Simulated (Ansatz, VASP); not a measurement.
## Au: VASP beside Ansatz

```
CELL_PARAMETERS angstrom
2.78419 0.00000 0.00000
0.00000 2.78419 0.00000
0.00000 0.00000 2.78419
ATOMIC_POSITIONS crystal
Au 0.00000 0.00000 0.00000
```

Alike in both runs: task single point; functional PBE; k mesh 13 × 13 × 13; occupations fermi-dirac, width 0.1 eV; no spin polarisation.

|  | VASP | Ansatz |
| --- | --- | --- |
| version | VASP 6.6.1 | Ansatz 0.2.0 |
| potentials or method | VASP PAW PBE potentials, release 64 (Au), cutoff 520 eV | plane waves (420 eV) with PAW, scalar-relativistic |
| valence electrons in the cell | 11 | 19 |

```csv
,VASP,Ansatz,Ansatz less VASP
pressure (GPa),-3.9,-3.7,+0.14
```

VASP's potentials hold 11 valence electrons a cell and Ansatz's 19, so a difference there can come from the potentials and not from the codes.

Spin-orbit coupling is off throughout.
